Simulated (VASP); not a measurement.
# SiC (P-6m2) in VASP: a series of runs, part 2 of 2

VASP 6.6.1.

**3. Single point, PBE**

This run uses another cell than the first one, of 19.25 Å³/atom, 1.374 times its volume.

Input file INCAR:

```
SYSTEM = SiC
  PREC = Accurate
  ENCUT = 520
  EDIFF = 1E-7
  ISMEAR = 0
  SIGMA = 0.1
  LREAL = .False.
  LASPH = .True.
  NELM = 80
  ALGO = Normal
  ISIF = 2
  LWAVE = .False.
  LCHARG = .False.
  GGA = PE
  NBANDS = 11
```

Input file KPOINTS:

```
regular mesh
0
Gamma
  12 12 4
  0 0 0
```

Input file POSCAR:

```
SiC
1.0
    3.0961682432     -0.0000000042      0.0000000000
   -1.5480841179      2.6813603552      0.0000000000
    0.0000000000      0.0000000000      4.6371672645
Si C
1 1
Direct
    0.3333333333      0.6666666667      0.0000000000
    0.6666666667      0.3333333333      0.0000000000
```

Potentials or basis: VASP PAW PBE potentials, release 64 (Si, C).

Run with:

```
> cat potpaw_PBE.64/Si/POTCAR potpaw_PBE.64/C/POTCAR > POTCAR
> mpirun -np 1 vasp_std > vasp.out
```

It took 12 s on 1 thread of AMD EPYC 9R45 (Zen 5), shared host; peak memory 0.13 GiB.

The run converged. Its results:

```
Free energy            : -14.0544 eV
Pressure               : 0.0 GPa
Band gap on the k mesh : 1.91 eV, indirect (least direct gap 2.27 eV)
```

Stress tensor (GPa, compression positive):
```
-0.04  0.00  0.00
 0.00 -0.04  0.00
 0.00  0.00  0.21
```

Levels at points of the mesh, in eV from the valence-band top:
```csv
k point,band 2,band 3,band 4,band 5,band 6,band 7
"(0.00, 0.00, 0.00)",-3.54,-1.49,-1.49,2.22,7.18,7.33
"(0.50, 0.00, 0.00)",-8.06,-3.02,-0.64,2.91,3.52,7.13
"(0.00, 0.00, 0.50)",-4.28,-1.49,-1.49,4.84,6.11,7.38
"(0.50, 0.00, 0.50)",-8.01,-3.00,-1.06,1.91,3.83,9.32
```

A k mesh can miss the band edges. As with any semilocal functional, this PBE gap is likely too small.

**4. Single point, PBE**

This run uses another cell than the first one, of 20.81 Å³/atom, 1.486 times its volume.

Input file INCAR:

```
ALGO = Normal
EDIFF = 1E-6
ENCUT = 520
GGA = PE
ISIF = 2
ISMEAR = 0
LASPH = T
LCHARG = F
LREAL = F
LWAVE = F
NBANDS = 11
NELM = 80
PREC = Accurate
SIGMA = 0.02
```

Input file KPOINTS:

```
k-points
0
Gamma
  12 12 6
```

Input file POSCAR:

```
SiC
1.0
    3.0966243104      0.0000000000      0.0000000000
   -1.5483121552      2.6817553188      0.0000000000
    0.0000000000      0.0000000000      5.0123722027
Si C
1 1
Direct
    0.3333333333      0.6666666667      0.0000000000
    0.6666666667      0.3333333333      0.0000000000
```

Run with:

```
> cat potpaw_PBE.64/Si/POTCAR potpaw_PBE.64/C/POTCAR > POTCAR
> mpirun -np 1 vasp_std > vasp.out
```

Wall time 16 s (1 thread of AMD EPYC 9R45 (Zen 5), shared host); peak memory 0.14 GiB.

The run converged. Its results:

| Item | Value |
| --- | --- |
| Free energy | -14.0566 eV |
| Pressure | 0.0 GPa |
| Band gap on the k mesh | 2.15 eV, indirect (least direct gap 2.37 eV) |

Stress tensor (GPa, compression positive):
```
-0.07  0.00  0.00
 0.00 -0.07  0.00
 0.00  0.00  0.02
```

Levels at points of the mesh, in eV from the valence-band top:
```tsv
k point	band 2	band 3	band 4	band 5	band 6	band 7
(0.00, 0.00, 0.00)	-3.62	-1.42	-1.42	2.34	7.01	7.41
(0.50, 0.00, 0.00)	-7.97	-2.94	-0.66	2.77	3.65	7.28
(0.00, 0.00, 0.50)	-4.07	-1.42	-1.42	4.58	5.72	7.43
(0.50, 0.00, 0.50)	-7.95	-2.94	-0.90	2.15	3.84	9.27
```

A k mesh can miss the band edges. Expect the measured gap to be larger: semilocal functionals such as PBE lack the derivative discontinuity.

**5. Single point, PBE**

This run uses another cell than the first one, of 20.81 Å³/atom, 1.486 times its volume.

Input file INCAR:

```
SYSTEM = SiC
  ALGO = Normal
  EDIFF = 1E-7
  ENCUT = 520
  GGA = PE
  ISIF = 2
  ISMEAR = 0
  LASPH = .True.
  LCHARG = .False.
  LREAL = .False.
  LWAVE = .False.
  NBANDS = 11
  NELM = 100
  PREC = Accurate
  SIGMA = 0.02
```

Input file KPOINTS:

```
k-points
0
Gamma
  12 12 6
  0 0 0
```

POSCAR is that of step 4.

Run with:

```
> cat potpaw_PBE.64/Si/POTCAR potpaw_PBE.64/C/POTCAR > POTCAR
> mpirun -np 1 vasp_std > vasp.out
```

Run time: 19 s. Hardware: 1 thread of AMD EPYC 9R45 (Zen 5), shared host; peak memory 0.14 GiB.

The run converged. Its results:

- Free energy: -14.0566 eV
- Pressure: 0.0 GPa
- Band gap on the k mesh: 2.15 eV, indirect (least direct gap 2.37 eV)

Stress tensor (GPa, compression positive):
```
-0.07  0.00  0.00
 0.00 -0.07  0.00
 0.00  0.00  0.01
```

Levels at points of the mesh, in eV from the valence-band top:
| k point | band 1 | band 2 | band 3 | band 4 | band 5 | band 6 | band 7 | band 8 |
| --- | --- | --- | --- | --- | --- | --- | --- | --- |
| (0.00, 0.00, 0.00) | -13.78 | -3.62 | -1.42 | -1.42 | 2.34 | 7.01 | 7.41 | 7.41 |
| (0.50, 0.00, 0.00) | -10.83 | -7.97 | -2.94 | -0.66 | 2.77 | 3.65 | 7.28 | 8.67 |
| (0.00, 0.00, 0.50) | -13.76 | -4.07 | -1.42 | -1.42 | 4.58 | 5.72 | 7.43 | 7.43 |
| (0.50, 0.00, 0.50) | -10.81 | -7.95 | -2.94 | -0.90 | 2.15 | 3.84 | 9.27 | 9.49 |

A k mesh can miss the band edges.

**6. Relaxation of cell and atoms, PBE**

Input file INCAR:

```
PREC = Accurate
ENCUT = 600
EDIFF = 1E-6
ISMEAR = 0
SIGMA = 0.1
LREAL = False
LASPH = True
NELM = 100
ALGO = Normal
ISIF = 3
LWAVE = False
LCHARG = False
GGA = PE
IBRION = 2
NSW = 90
EDIFFG = -0.04
```

Input file KPOINTS:

```
Automatic mesh
0
Gamma
  12 12 4
```

Input file POSCAR:

```
SiC
1.0
    2.1044403100      0.0000000000      0.0000000000
   -1.0522201500      1.8224987700      0.0000000000
    0.0000000000      0.0000000000      7.3031734000
Si C
1 1
Direct
    0.3333333300      0.6666666700      0.0000000000
    0.6666666700      0.3333333300      0.0000000000
```

Potentials or basis: VASP PAW PBE potentials, release 64 (Si, C).

Run with:

```
> cat potpaw_PBE.64/Si/POTCAR potpaw_PBE.64/C/POTCAR > POTCAR
> mpirun -np 1 vasp_std > vasp.out
```

Wall time 2.6 min (1 thread of AMD EPYC 9R45 (Zen 5), shared host); peak memory 0.12 GiB.

Results (log left out):

| Property | Result |
| --- | --- |
| Free energy | -13.9249 eV |
| Relaxed volume | 19.28 Å³/atom |
| Relaxed cell | a = 3.077 Å, b = 3.077 Å, c = 4.704 Å, α = 90.00°, β = 90.00°, γ = 120.00° |
| Space group after relaxing (to 0.05 Å) | P-6m2 (No. 187) |
| Energy gained by relaxing | 16512.9 meV/atom |
| Ionic steps | 25 |
| Pressure after relaxing | -0.1 GPa |
| Band gap on the k mesh | 2.03 eV, indirect (least direct gap 2.38 eV) |

Stress tensor (GPa, compression positive):
```
-0.17  0.00  0.00
 0.00 -0.17  0.00
 0.00  0.00  0.01
```

Step by step:
```
step  energy change (eV)  largest force (eV/Å)  pressure (GPa)  volume (Å³)
   1              0.0000                0.0000          412.49        28.01
   2            -11.4751                0.0000           -4.02       364.49
   3            -13.4949                0.0000           -4.35       310.01
   4            -15.2107                0.0000           -4.87       268.19
   5            -25.4353                0.0000          -12.71       117.42
   6            -32.7630                0.0000           -8.61        65.04
   7            -29.4297                0.0000           64.71        44.60
   8            -32.9628                0.0000           -3.50        61.51
   9            -32.9921                0.0000            0.12        59.57
  10            -32.9886                0.0000           -1.37        60.32
  11            -32.9821                0.0000            2.09        58.46
  12            -32.9924                0.0000           -0.11        59.61
  13            -32.9924                0.0000           -0.08        59.60
  14            -32.9928                0.0000           -0.08        59.44
  15            -32.9939                0.0000           -0.10        58.98
  16            -32.9960                0.0000           -0.10        58.06
  17            -33.0000                0.0000           -0.14        56.21
  18            -33.0074                0.0000           -0.23        52.50
  19            -33.0197                0.0000           -0.49        45.07
  20            -32.9356                0.0000           -0.03        30.08
  21            -33.0207                0.0000           -0.53        44.33
  22            -33.0241                0.0000           -0.85        37.22
  23            -33.0245                0.0000           -0.70        40.82
  24            -33.0252                0.0000           -0.78        39.02
  25            -33.0258                0.0000           -0.11        38.56
```

Final structure:
```
Si C
1.0
     3.07660    0.00000    0.00000
    -1.53830    2.66442    0.00000
     0.00000    0.00000    4.70412
Si C
1 1
Cartesian
  0.0000 1.7763 0.0000
  1.5383 0.8881 0.0000
```

Levels at points of the mesh, in eV from the valence-band top:
| k point | band 1 | band 2 | band 3 | band 4 | band 5 | band 6 | band 7 | band 8 |
| --- | --- | --- | --- | --- | --- | --- | --- | --- |
| (0.00, 0.00, 0.00) | -13.91 | -3.60 | -1.42 | -1.42 | 2.28 | 7.39 | 7.52 | 9.16 |
| (0.50, 0.00, 0.00) | -10.91 | -8.04 | -2.95 | -0.65 | 2.94 | 3.68 | 7.26 | 8.77 |
| (0.00, 0.00, 0.50) | -13.87 | -4.27 | -1.41 | -1.41 | 4.96 | 6.08 | 7.57 | 7.57 |
| (0.50, 0.00, 0.50) | -10.88 | -8.00 | -2.93 | -1.03 | 2.03 | 3.97 | 9.41 | 9.93 |

Caveat: the volume moved by over 15 % at a fixed basis, so the end points are rough. A k mesh can miss the band edges.

**7. Summary**

```tsv
task	cell	k mesh	cutoff (eV)	smearing	gap on the mesh (eV)	pressure (GPa)
single point	a = 2.104, b = 2.104, c = 7.303 Å, angles 90.0, 90.0, 120.0°, 2 atoms	12 × 12 × 4	520	gaussian 0.1 eV	none	412.7
single point	a = 3.096, b = 3.096, c = 4.637 Å, angles 90.0, 90.0, 120.0°, 2 atoms	12 × 12 × 4	520	gaussian 0.1 eV	1.91	0.0
single point	a = 3.097, b = 3.097, c = 5.012 Å, angles 90.0, 90.0, 120.0°, 2 atoms	12 × 12 × 6	520	gaussian 0.02 eV	2.15	0.0
relaxation of cell and atoms	relaxed from a = 2.104, b = 2.104, c = 7.303 Å, angles 90.0, 90.0, 120.0°, 2 atoms	12 × 12 × 4	600	gaussian 0.1 eV	2.03	-0.1
```

Alike in all rows: level PBE; potentials or basis VASP PAW PBE potentials, release 64 (Si, C); no spin polarisation.

Caveats: the volume moved by over 15 % at a fixed basis, so the end points are rough (some runs).

Absolute energies hang on the potentials; compare differences alone.
